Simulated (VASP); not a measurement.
Si62B (a cell with a defect): single point with LDA

The system is Si62B (a cell with a defect).

```
Si B
1.0
    10.86000    0.00000    0.00000
     0.00000   10.86000    0.00000
     0.00000    0.00000   10.86000
Si B
62 1
Direct
  0.49511 0.00183 0.00199
  0.62435 0.12581 0.12380
  0.74964 0.25035 0.99899
  0.87205 0.37198 0.12899
  0.75464 0.00051 0.23998
  0.00081 0.99932 0.99941
  0.12136 0.12705 0.12557
  0.25143 0.24978 0.99857
  0.37720 0.37377 0.12358
  0.50084 0.49932 0.99694
  0.62438 0.62289 0.12468
  0.74762 0.74402 0.99369
  0.87333 0.87098 0.11792
  0.24393 0.00259 0.25391
  0.37554 0.12583 0.37556
  0.50345 0.25106 0.25309
  0.63683 0.36189 0.38819
  0.74687 0.49640 0.25461
  0.87418 0.62420 0.37564
  0.50862 0.00576 0.49816
  0.65096 0.12981 0.60995
  0.87869 0.35201 0.61082
  0.74962 0.99952 0.75262
  0.87601 0.12482 0.87633
  0.99544 0.50203 0.00479
  0.12191 0.62756 0.12753
  0.24975 0.74931 0.00145
  0.37055 0.87701 0.12792
  0.99186 0.24219 0.25398
  0.12255 0.37060 0.37468
  0.24837 0.49841 0.24684
  0.37022 0.62908 0.37243
  0.50083 0.75260 0.24845
  0.63074 0.87895 0.37252
  0.97416 0.02825 0.50792
  0.12613 0.12494 0.62980
  0.25013 0.24914 0.50179
  0.37677 0.37477 0.62443
  0.49868 0.50044 0.49755
  0.62643 0.62244 0.62193
  0.75182 0.75136 0.50048
  0.87454 0.87627 0.62880
  0.25527 0.99609 0.74777
  0.37926 0.12673 0.86873
  0.51047 0.24791 0.73863
  0.62708 0.37447 0.87001
  0.75391 0.48798 0.73525
  0.87255 0.61719 0.86726
  0.99684 0.75470 0.25286
  0.10552 0.89337 0.38220
  0.99945 0.49651 0.49921
  0.12559 0.62441 0.62263
  0.24255 0.75889 0.49680
  0.38033 0.87572 0.61944
  0.00464 0.25036 0.75490
  0.12423 0.37992 0.88069
  0.25055 0.50019 0.75012
  0.37515 0.62599 0.87425
  0.50140 0.74882 0.74756
  0.62041 0.87623 0.87694
  0.00210 0.74720 0.74958
  0.12665 0.87438 0.87483
  0.77627 0.23047 0.51932
```

```
Program                : VASP 6.6.1
Task                   : single point
Functional             : LDA
Potentials or basis    : VASP PAW LDA potentials, release 64 (Si, B)
Cutoff                 : 520 eV
k mesh                 : 1 × 1 × 1
Occupations            : fermi-dirac, width 0.05 eV
Spin                   : collinear spin, zero start
Dipole correction      : no
Charge                 : -2
Further INCAR settings : LREAL = Auto; ALGO = Normal; EDIFF = 1e-06; NBANDS = 166; NELECT = 253.0
```

```
Largest force                                         : 1.415 eV/Å
Net moment                                            : 0.00 μB per cell
Valence electrons inside the program's atomic spheres : Si 1.71, 1.72, 1.67, 1.70, 1.63, 1.69, 1.66, 1.68 (each value once); B 1.65
```

Forces on the atoms (eV/Å):
```
Si  -0.003  0.006  0.001
Si   0.004  0.003 -0.023
Si   0.007 -0.004 -0.019
Si   0.016  0.015 -0.058
Si  -0.042 -0.063 -0.035
Si   0.014 -0.003 -0.033
Si   0.084 -0.022 -0.089
Si   0.076 -0.005 -0.005
Si   0.050 -0.002  0.050
Si  -0.010  0.012  0.015
Si   0.008 -0.034  0.026
Si   0.033 -0.005  0.052
Si   0.034  0.001 -0.002
Si   0.016 -0.004 -0.012
Si   0.014  0.005 -0.015
Si   0.112  0.012  0.067
Si   0.482 -0.414  0.301
Si   0.015 -0.068  0.027
Si   0.001 -0.008 -0.019
Si  -0.025 -0.009  0.001
Si  -0.190 -0.045  0.165
Si  -0.096  0.146  0.142
Si  -0.025 -0.046  0.027
Si   0.000 -0.007 -0.004
Si   0.017  0.018 -0.018
Si   0.020 -0.004 -0.012
Si   0.015 -0.002 -0.007
Si   0.012 -0.015 -0.008
Si   0.141  0.044 -0.176
Si   0.002 -0.010  0.006
Si  -0.010 -0.013  0.000
Si   0.085 -0.087 -0.021
Si   0.019  0.002 -0.004
Si  -0.010 -0.024  0.023
Si   0.022 -0.060 -0.188
Si  -0.062 -0.005 -0.064
Si  -0.001 -0.011 -0.012
Si   0.004 -0.006 -0.011
Si   0.144 -0.127 -0.007
Si  -0.003  0.022  0.004
Si   0.018  0.001 -0.002
Si   0.014  0.023 -0.038
Si  -0.038 -0.002 -0.028
Si  -0.006 -0.017 -0.010
Si  -0.060  0.023  0.053
Si  -0.019  0.010  0.038
Si  -0.037  0.107  0.100
Si   0.023  0.047  0.027
Si   0.016  0.001  0.000
Si   0.086 -0.076 -0.003
Si  -0.039 -0.019  0.004
Si   0.004 -0.030 -0.018
Si   0.079 -0.072  0.020
Si   0.000 -0.003  0.012
Si  -0.008  0.023 -0.004
Si   0.031 -0.027  0.010
Si   0.001 -0.009 -0.018
Si  -0.002 -0.003 -0.013
Si   0.007  0.009  0.003
Si   0.014 -0.035  0.052
Si   0.032  0.010 -0.028
Si   0.009 -0.011 -0.003
B   -1.096  0.870 -0.217
```

Levels at points of the mesh, in eV from the Fermi level:
Spin up:
```tsv
k point	band 124	band 125	band 126	band 127	band 128	band 129
(0.00, 0.00, 0.00)	-0.75	-0.70	-0.04	0.00	0.07	0.14
```
Spin down:
| k point | band 124 | band 125 | band 126 | band 127 | band 128 | band 129 |
| --- | --- | --- | --- | --- | --- | --- |
| (0.00, 0.00, 0.00) | -0.75 | -0.70 | -0.04 | 0.00 | 0.07 | 0.14 |

Run time: 9.7 min on 1 thread of AMD EPYC 7R43 64-Core Processor (Zen 3), on a shared host, peak memory 0.88 GiB.

Caveat: the k points lie up to 0.58 Å⁻¹ apart; the cell carries a net charge on a neutralising background, which shifts energy and pressure; the cell is charged against a uniform background, so pressure and absolute levels hang on convention.
